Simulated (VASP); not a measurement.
## MgTe: single point with PBEsol

MgTe:

```
Mg Te
1.0
     0.00000    3.21943    3.21943
     3.21943    0.00000    3.21943
     3.21943    3.21943    0.00000
Mg Te
1 1
Cartesian
  0.0000 0.0000 0.0000
  4.8291 4.8291 4.8291
```

```json
{
 "Program": "VASP 6.6.1",
 "Task": "single point",
 "Functional": "PBEsol",
 "Potentials or basis": "VASP PAW PBE potentials, release 64 (Mg, Te)",
 "Cutoff": "600 eV",
 "k mesh": "8 × 8 × 8",
 "Occupations": "gaussian, width 0.02 eV",
 "Spin": "no spin polarisation"
}
```

```yaml
Pressure: 0.0 GPa
Band_gap_on_the_k_mesh: 2.35 eV, direct
```

Levels at points of the mesh, in eV from the valence-band top:
| k point | band 1 | band 2 | band 3 | band 4 | band 5 | band 6 | band 7 | band 8 |
| --- | --- | --- | --- | --- | --- | --- | --- | --- |
| (0.00, 0.00, 0.00) | -10.25 | 0.00 | 0.00 | 0.00 | 2.35 | 5.43 | 5.43 | 5.43 |
| (0.50, 0.00, 0.00) | -9.65 | -3.29 | -0.43 | -0.43 | 3.17 | 5.47 | 5.47 | 7.20 |
| (0.50, 0.50, 0.00) | -9.44 | -3.10 | -1.21 | -1.21 | 2.70 | 3.48 | 9.60 | 9.60 |

Run time: 24 s on 1 thread of AMD EPYC 9R45 (Zen 5), on a shared host, peak memory 0.18 GiB.

Caveat: the PAW data sets were made with another functional, which shifts forces and pressure a little; spin-orbit coupling is left out, which moves the levels of the heavy elements. A k mesh can miss the band edges.
